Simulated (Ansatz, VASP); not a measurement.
# Two plane-wave programs on MgS

The input POSCAR:

```
MgS
1.0
   -0.0762244756      2.6015179370      2.6015179370
    2.6015179370     -0.0762244756      2.6015179370
    2.5252934615      2.5252934615      0.0000000000
Mg S
1 1
Direct
    0.0000000000      0.0000000000      0.0000000000
    0.5000000000      0.5000000000      0.5000000000
```

File INCAR.step1:

```
  ALGO = Normal
  EDIFF = 1E-5
  ENCUT = 520
  GGA = PE
  ISIF = 2
  ISMEAR = 0
  LASPH = True
  LREAL = False
  LWAVE = True
  NBANDS = 11
  NELM = 100
  PREC = Accurate
  SIGMA = 0.01
```

Contents of INCAR.step2:

```
  ALGO = Normal
  EDIFF = 1E-6
  ENCUT = 520
  GGA = PE
  HFSCREEN = 0.2079
  ISIF = 2
  ISMEAR = 0
  ISTART = 1
  LASPH = True
  LCHARG = True
  LELF = True
  LHFCALC = True
  LREAL = False
  LVHAR = True
  LWAVE = False
  NBANDS = 11
  NELM = 100
  PREC = Accurate
  PRECFOCK = Normal
  SIGMA = 0.01
```

File KPOINTS:

```
k-points
0
Gamma
  6 6 6
```

Input for Ansatz:

```yaml
crystal:
  lattice:
    - [-0.0762244756, 2.601517937, 2.601517937]
    - [2.601517937, -0.0762244756, 2.601517937]
    - [2.5252934615, 2.5252934615, 0.0]
  atoms:
    - { symbol: Mg, position: [0.0, 0.0, 0.0] }
    - { symbol: S, position: [0.5, 0.5, 0.5] }
kpoints:
  mp_grid: { grid: [6, 6, 6] }
  band_path:
    path:
      - [0.0, 0.0, 0.0]
      - [0.5, 0.0, 0.5]
      - [0.625, 0.25, 0.625]
      - [0.375, 0.375, 0.75]
      - [0.5, 0.5, 0.5]
      - [0.5, 0.25, 0.75]
      - [0.5, 0.5, 0.0]
    npoints: 1
hamiltonian:
  xc: hse06
scf:
  occupations: { method: fixed }
  n_extra_bands: 4
output:
  forces: true
  stress: true
  eigenvalues: true
```

Change from the starting cell: shear_xy strain -5.9%.

Alike in both runs: task single point; functional HSE06; k mesh 6 × 6 × 6; no spin polarisation.

|  | VASP | Ansatz |
| --- | --- | --- |
| version | VASP 6.6.1 | Ansatz 0.2.0 |
| potentials or method | VASP PAW PBE potentials, release 64 (Mg, S) | plane waves, PAW |
| plane-wave cutoff (eV) | 520 | 420 |
| occupations | gaussian, width 0.01 eV | fixed |
| valence electrons in the cell | 8 | 16 |

|  | VASP | Ansatz | Ansatz less VASP |
| --- | --- | --- | --- |
| gap on the k mesh at the Fermi level (eV) | 3.32 | 3.37 | +0.048 |
| pressure (GPa) | -0.6 | -0.3 | +0.32 |
| traceless stress, the component that is largest in VASP (GPa) | 3.43 | 3.43 | +0.003 |

VASP's potentials hold 8 valence electrons a cell and Ansatz's 16, so a difference there can come from the potentials and not from the codes. Ansatz's warnings: stress exchange threshold loose, stress scf threshold loose.
